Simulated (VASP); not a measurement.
# CoBi (zincblende type) (F-43m) in VASP: a series of runs

Runs on CoBi (zincblende type). Level: PBE. Tasks: density of states, electric field gradients.

Program: VASP 6.6.1. These are calculated values, not measurements. Logs are shortened: lines on timing, memory, paths and dates and some standing lists are left out, and cuts for length are marked.

## (1) The cell of the first run

The structure is cubic, space group F-43m (No. 216). Conventional cell: a = 5.874 Å, b = 5.874 Å, c = 5.874 Å, α = 90.00°, β = 90.00°, γ = 90.00°. Within 3.4 Å of Co (site symmetry -43m) lie 4 Bi at 2.54 Å. Within 3.4 Å of Bi (site symmetry -43m) lie 4 Co at 2.54 Å.

## (2) Density of states, PBE, collinear spin, ferromagnetic start

File POSCAR:

```
CoBi
1.0
    0.0000000000      2.9370076714      2.9370076714
    2.9370076714      0.0000000000      2.9370076714
    2.9370076714      2.9370076714      0.0000000000
Co Bi
1 1
Direct
    0.0000000000      0.0000000000      0.0000000000
    0.2500000000      0.2500000000      0.2500000000
```

File INCAR.step1:

```
  PREC = Accurate
  ENCUT = 520
  EDIFF = 1E-6
  ISMEAR = -1
  SIGMA = 0.08
  LREAL = False
  LASPH = True
  NELM = 150
  ALGO = Normal
  ISIF = 2
  LWAVE = False
  LCHARG = True
  ISPIN = 2
  MAGMOM = 2 0
  LMAXMIX = 4
  GGA = PE
  NBANDS = 23
```

File KPOINTS.step1:

```
regular mesh
0
Gamma
  9 9 9
```

File INCAR.step2:

```
  PREC = Accurate
  ENCUT = 520
  EDIFF = 1E-6
  ISMEAR = -5
  SIGMA = 0.08
  LREAL = False
  LASPH = True
  NELM = 150
  ALGO = Normal
  ISIF = 2
  LWAVE = False
  LCHARG = False
  ISPIN = 2
  MAGMOM = 2 0
  LORBIT = 11
  LMAXMIX = 4
  GGA = PE
  NEDOS = 1001
  ICHARG = 11
```

File KPOINTS.step2:

```
regular mesh
0
Gamma
  14 14 14
```

Potentials or basis: VASP PAW PBE potentials, release 64 (Co, Bi_d).

The run is started by

```bash
$ cat potpaw_PBE.64/Co/POTCAR potpaw_PBE.64/Bi_d/POTCAR > POTCAR
$ cp INCAR.step1 INCAR
$ cp KPOINTS.step1 KPOINTS
$ mpirun -np 1 vasp_std > vasp.out
$ cp INCAR.step2 INCAR
$ cp KPOINTS.step2 KPOINTS
$ mpirun -np 1 vasp_std > vasp.out
```

OUTCAR:

```text
PREC = Accurate
   ENCUT = 520
   EDIFF = 1E-6
   ISMEAR = -5
   LREAL = False
   LASPH = True
   NELM = 150
   ISIF = 2
   ISPIN = 2
   LORBIT = 11
   GGA = PE
   ICHARG = 11

 ion  position               nearest neighbor table
   1  0.000  0.000  0.000-   2 2.54   2 2.54   2 2.54   2 2.54
   2  0.250  0.250  0.250-   1 2.54   1 2.54   1 2.54   1 2.54

  LATTYP: Found a face centered cubic cell.
 ALAT       =     5.8740153428

  Lattice vectors:

 A1 = (   0.0000000000,   2.9370076714,   2.9370076714)
 A2 = (   2.9370076714,   0.0000000000,   2.9370076714)
 A3 = (   2.9370076714,   2.9370076714,   0.0000000000)

Analysis of symmetry for initial positions (statically):
=====================================================================
 Subroutine PRICEL returns:
 Original cell was already a primitive cell.

 Routine SETGRP: Setting up the symmetry group for a
 face centered cubic supercell.

 Subroutine GETGRP returns: Found 24 space group operations
 (whereof 24 operations were pure point group operations)
 out of a pool of 48 trial point group operations.

The static configuration has the point symmetry T_d .

Analysis of symmetry for dynamics (positions and initial velocities):
=====================================================================
 Subroutine PRICEL returns:
 Original cell was already a primitive cell.

 Routine SETGRP: Setting up the symmetry group for a
 face centered cubic supercell.

 Subroutine GETGRP returns: Found 24 space group operations
 (whereof 24 operations were pure point group operations)
 out of a pool of 48 trial point group operations.

The dynamic configuration has the point symmetry T_d .

Analysis of structural, dynamic, and magnetic symmetry:
=====================================================================
 Subroutine PRICEL returns:
 Original cell was already a primitive cell.

 Routine SETGRP: Setting up the symmetry group for a
 face centered cubic supercell.

 Subroutine GETGRP returns: Found 24 space group operations
 (whereof 24 operations were pure point group operations)
 out of a pool of 48 trial point group operations.

The overall configuration has the point symmetry T_d .

 Subroutine INISYM returns: Found 24 space group operations
 (whereof 24 operations are pure point group operations),
 and found     1 'primitive' translations

----------------------------------------------------------------------------------------

                                     Primitive cell

  volume of cell :      50.6693

  direct lattice vectors                    reciprocal lattice vectors
     0.000000000  2.937007671  2.937007671    -0.170241299  0.170241299  0.170241299
     2.937007671  0.000000000  2.937007671     0.170241299 -0.170241299  0.170241299
     2.937007671  2.937007671  0.000000000     0.170241299  0.170241299 -0.170241299

  length of vectors
     4.153556082  4.153556082  4.153556082     0.294866579  0.294866579  0.294866579

  position of ions in fractional coordinates (direct lattice)
     0.000000000  0.000000000  0.000000000
     0.250000000  0.250000000  0.250000000

  ion indices of the primitive-cell ions
   primitive index   ion index
                 1           1
                 2           2

----------------------------------------------------------------------------------------

 KPOINTS: regular mesh

Automatic generation of k-mesh.
 Grid dimensions read from file:
 generate k-points for:   14   14   14

 Generating k-lattice:

  Cartesian coordinates                     Fractional coordinates (reciprocal lattice)
    -0.012160093  0.012160093  0.012160093     0.071428571  0.000000000  0.000000000
     0.012160093 -0.012160093  0.012160093     0.000000000  0.071428571  0.000000000
     0.012160093  0.012160093 -0.012160093     0.000000000  0.000000000  0.071428571

  Length of vectors
     0.021061898  0.021061898  0.021061898

  Shift w.r.t. Gamma in fractional coordinates (k-lattice)
     0.000000000  0.000000000  0.000000000

 TETIRR: Found    389 inequivalent tetrahedra from    16464

 Subroutine IBZKPT returns following result:
 ===========================================

 Found    104 irreducible k-points:

 Following reciprocal coordinates:
            Coordinates               Weight
  0.000000  0.000000  0.000000      1.000000
  0.071429  0.000000  0.000000      8.000000
  0.142857  0.000000  0.000000      8.000000
  0.214286  0.000000  0.000000      8.000000
  0.285714  0.000000  0.000000      8.000000
  0.357143  0.000000  0.000000      8.000000
[... 16 lines left out ...]
  0.214286  0.142857  0.000000     24.000000
  0.285714  0.142857  0.000000     24.000000
 [... further k-points ...]
   k-points           NKPTS =    104   k-points in BZ     NKDIM =    104   number of bands    NBANDS=     17
   number of dos      NEDOS =   1001   number of ions     NIONS =      2
   total plane-waves  NPLWV =  32768
   dimension x,y,z NGX =    32 NGY =   32 NGZ =   32
   dimension x,y,z NGXF=    64 NGYF=   64 NGZF=   64
   ions per type =               1   1
   NGX,Y,Z   is equivalent  to a cutoff of  12.81, 12.81, 12.81 a.u.
   NGXF,Y,Z  is equivalent  to a cutoff of  25.62, 25.62, 25.62 a.u.
 SYSTEM =  unknown system
   PREC   = accura    normal or accurate (medium, high low for compatibility)
   ISTART =      0    job   : 0-new  1-cont  2-samecut
   ICHARG =     11    charge: 1-file 2-atom 10-const
   ISPIN  =      2    spin polarized calculation?
   LNONCOLLINEAR =      F non collinear calculations
   LSORBIT =      F    spin-orbit coupling
   LASPH  =      T    aspherical Exc in radial PAW
   ENCUT  =  520.0 eV  38.22 Ry    6.18 a.u.   7.72  7.72  7.72*2*pi/ulx,y,z
   NELM   =    150;   NELMIN=  2; NELMDL=  0     # of ELM steps
   EDIFF  = 0.1E-05   stopping-criterion for ELM
   LREAL  =      F    real-space projection
   EDIFFG = 0.1E-04   stopping-criterion for IOM
   NSW    =      0    number of steps for IOM
   IBRION =     -1    ionic relax: 0-MD 1-quasi-New 2-CG
   NFREE  =      0    steps in history (QN), initial steepest desc. (CG)
   ISIF   =      2    stress and relaxation
   ISYM   =      2    0-nonsym 1-usesym 2-fastsym
   POTIM  = 0.5000    time-step for ionic-motion
   TEBEG  =    0.0;   TEEND  =   0.0 temperature during run
   PSTRESS=    0.0 pullay stress
   NELECT =      24.0000    total number of electrons
   NUPDOWN=      -1.0000    fix difference up-down
   EMIN   =  10.00;   EMAX   =-10.00  energy-range for DOS
   EFERMI =   0.00;   METHOD = LEGACY
   ISMEAR =    -5;   SIGMA  =   0.08  broadening in eV -4-tet -1-fermi 0-gaus
   EFERMI_NEDOS =   21; number of points for ismear=-14 and -15
   IALGO  =     38    algorithm
   IMIX   =      4    mixing-type and parameters
     AMIX     =   0.40;   BMIX     =  1.00
     AMIX_MAG =   1.60;   BMIX_MAG =  1.00
  volume/ion in A,a.u.               =      25.33       170.97
  Fermi-wavevector in a.u.,A,eV,Ry     =   1.276136  2.411547 22.157389  1.628522
  Thomas-Fermi vector in A             =   2.408809
   LORBIT       =     11    0 simple, 1 ext, 2 COOP (PROOUT), +10 PAW based schemes
   GGA     = PE    functional components
   LHFCALC =     F    Hartree Fock is set to
   AEXX    =    0.0000 exact exchange contribution
   IVDW    =     0    specifies the selected vdW correction
   LEPSILON=     F    determine dielectric tensor
   LRPA    =     F    only Hartree local field effects (RPA)
 spin polarized calculation
 Fermi weights with tetrahedron method with Bloechl corrections
  energy-cutoff  :      520.00
  volume of cell :       50.67
 maximum number of plane-waves:      1381

 number of electron      23.9999993 magnetization       0.0000096

 Free energy of the ion-electron system (eV)
  ---------------------------------------------------
  ext. energy  EPLUGINS =         0.00000000
  ---------------------------------------------------
  free energy    TOTEN  =        -9.47232043 eV

  energy without entropy =       -9.47232043  energy(sigma->0) =       -9.47232043

 E-fermi :   5.8297     XC(G=0):  -9.9267

 val. band max:        5.8677931106   @ k =   0.4286   0.2857   0.1429
 cond. band min:       5.8191409558   @ k =   0.5000   0.5000   0.0000
 fundamental gap:     -0.0486521548
 Fermi energy:         5.8297476745

 spin component 1

 k-point     1 :       0.0000    0.0000    0.0000
  band No.  band energies     occupation
      1     -16.5201      1.00000
      2     -16.5201      1.00000
      3     -16.5201      1.00000
      4     -16.4669      1.00000
      5     -16.4669      1.00000
      6      -5.9847      1.00000
[... 9 lines left out ...]
     16      12.5439      0.00000
     17      12.5439      0.00000

 k-point     2 :       0.0714    0.0000    0.0000
  band No.  band energies     occupation
      1     -16.5201      1.00000
      2     -16.5194      1.00000
      3     -16.5194      1.00000
      4     -16.4668      1.00000
      5     -16.4668      1.00000
      6      -5.9394      1.00000
[... 9 lines left out ...]
     16      12.6749      0.00000
     17      12.6997      0.00000

 k-point     3 :       0.1429    0.0000    0.0000
  band No.  band energies     occupation
      1     -16.5199      1.00000
      2     -16.5175      1.00000
      3     -16.5175      1.00000
      4     -16.4663      1.00000
      5     -16.4663      1.00000
      6      -5.8073      1.00000
[... 392 lines left out ...]
 k-point    23 :       0.2143    0.1429    0.0000
  band No.  band energies     occupation
      1     -16.5246      1.00000
      2     -16.5121      1.00000
      3     -16.5118      1.00000
      4     -16.4695      1.00000
      5     -16.4619      1.00000
      6      -5.5952      1.00000
[... 9 lines left out ...]
     16      12.1185      0.00000
     17      13.8767      0.00000

 k-point    24 :       0.2857    0.1429    0.0000
  band No.  band energies     occupation
      1     -16.5244      1.00000
      2     -16.5100      1.00000
      3     -16.5090      1.00000
      4     -16.4693      1.00000
      5     -16.4603      1.00000
      6      -5.3804      1.00000
[... 9 lines left out ...]
     16      12.4870      0.00000
     17      13.5193      0.00000

 [... further k-points ...]

 spin component 2

 k-point     1 :       0.0000    0.0000    0.0000
  band No.  band energies     occupation
      1     -16.5201      1.00000
      2     -16.5201      1.00000
      3     -16.5201      1.00000
      4     -16.4669      1.00000
      5     -16.4669      1.00000
      6      -5.9847      1.00000
[... 9 lines left out ...]
     16      12.5439      0.00000
     17      12.5439      0.00000

 k-point     2 :       0.0714    0.0000    0.0000
  band No.  band energies     occupation
      1     -16.5201      1.00000
      2     -16.5194      1.00000
      3     -16.5194      1.00000
      4     -16.4668      1.00000
      5     -16.4668      1.00000
      6      -5.9394      1.00000
[... 9 lines left out ...]
     16      12.6744      0.00000
     17      12.6997      0.00000

 k-point     3 :       0.1429    0.0000    0.0000
  band No.  band energies     occupation
      1     -16.5199      1.00000
      2     -16.5175      1.00000
      3     -16.5175      1.00000
      4     -16.4663      1.00000
      5     -16.4663      1.00000
      6      -5.8073      1.00000
[... 392 lines left out ...]
 k-point    23 :       0.2143    0.1429    0.0000
  band No.  band energies     occupation
      1     -16.5246      1.00000
      2     -16.5121      1.00000
      3     -16.5118      1.00000
      4     -16.4695      1.00000
      5     -16.4619      1.00000
      6      -5.5952      1.00000
[... 9 lines left out ...]
     16      12.1184      0.00000
     17      13.8767      0.00000

 k-point    24 :       0.2857    0.1429    0.0000
  band No.  band energies     occupation
      1     -16.5244      1.00000
      2     -16.5100      1.00000
      3     -16.5090      1.00000
      4     -16.4693      1.00000
      5     -16.4603      1.00000
      6      -5.3804      1.00000
[... 9 lines left out ...]
     16      12.4870      0.00000
     17      13.5192      0.00000

 [... further k-points ...]
[... 5 lines left out ...]
  --------------------------------------------------------------------------------------
  -------------------------------------------------------------------------------------
  Total        0.3113518      0.3113518      0.3113518      0.0000000     -0.0000000      0.0000000
  in kB        9.8450217      9.8450217      9.8450217      0.0000000     -0.0000000      0.0000000
  external PRESSURE =       9.8450217 kB  Pullay stress =       0.0000000 kB

 VOLUME and BASIS-vectors are now :
 -----------------------------------------------------------------------------
  energy-cutoff  :      520.00
  volume of cell :       50.67
      direct lattice vectors                 reciprocal lattice vectors
     0.000000000  2.937007671  2.937007671    -0.170241299  0.170241299  0.170241299
     2.937007671  0.000000000  2.937007671     0.170241299 -0.170241299  0.170241299
     2.937007671  2.937007671  0.000000000     0.170241299  0.170241299 -0.170241299

 POSITION                                       TOTAL-FORCE (eV/Angst)
 -----------------------------------------------------------------------------------
      0.00000      0.00000      0.00000        -0.000000     -0.000000     -0.000000
      1.46850      1.46850      1.46850         0.000000      0.000000      0.000000
 -----------------------------------------------------------------------------------
    total drift:                                0.000001      0.000001      0.000001

  FREE ENERGIE OF THE ION-ELECTRON SYSTEM (eV)
  ---------------------------------------------------
  free  energy   TOTEN  =        -9.4723204339 eV

  energy  without entropy=       -9.4723204339  energy(sigma->0) =       -9.47232043

 total charge

# of ion       s       p       d       tot
------------------------------------------
    1        0.435   0.279   7.487   8.201
    2        1.459   1.525   9.950  12.934
--------------------------------------------------
tot          1.893   1.804  17.437  21.134

 magnetization (x)

# of ion       s       p       d       tot
------------------------------------------
    1        0.000  -0.000   0.000   0.000
    2       -0.000  -0.000   0.000  -0.000
--------------------------------------------------
tot         -0.000  -0.000   0.000   0.000
```

Run time: 2.9 min. Hardware: 1 thread of AMD EPYC 7R13 (Zen 3), shared host; peak memory 0.27 GiB.

What came out:

```yaml
Net_moment: 0.00 μB per cell
Valence_electrons_inside_the_program's_atomic_spheres: Co 8.20; Bi 12.93
```

Caveat: the starting moments collapsed, and a magnetic state may lie lower; spin-orbit coupling is left out, which moves the levels of the heavy elements; tetrahedron occupations give inexact forces and stress in metals.

(Continued in part 2 of 2.)
